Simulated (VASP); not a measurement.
Runs of VASP 6.6.1 on Hf4N. The structure is that of space group Im-3m (No. 229), or close to it. The cells are those of the table. 

| task | cell | k mesh | cutoff (eV) | gap on the mesh (eV) | pressure (GPa) | relaxed volume (Å³/atom) |
| --- | --- | --- | --- | --- | --- | --- |
| relaxation of cell and atoms | relaxed from a = 4.791 Å, angles 109.5°, 5 atoms | 4 × 4 × 4 | 600 | none | -0.2 | (a) |
| single point | a = 4.959 Å, angles 109.5°, 5 atoms | 10 × 10 × 10 | 520 | none | -0.8 | - |
| single point | a = 4.949 Å, angles 109.5°, 5 atoms | 4 × 4 × 4 | 520 | none | -0.6 | - |
| single point | a = 4.791 Å, angles 109.5°, 5 atoms | 4 × 4 × 4 | 520 | none | 12.4 | - |
| relaxation of cell and atoms | relaxed from a = 4.949 Å, angles 109.5°, 5 atoms | 10 × 10 × 10 | 600 | none | 0.0 | (b) |

Alike in all rows: level PBE; potentials or basis VASP PAW PBE potentials, release 64 (Hf_pv, N); no spin polarisation; smearing gaussian 0.1 eV.

Problem. Fill in the values left out.

Solution. (a) 18.57; (b) 18.64.

Caveats: some runs use coarse meshes; spin-orbit coupling is left out, which moves the levels of the heavy elements.

A k mesh can miss the band edges, and the runs leave out spin-orbit coupling on Hf.

A gap of «none» marks levels without a gap at the run's occupations.
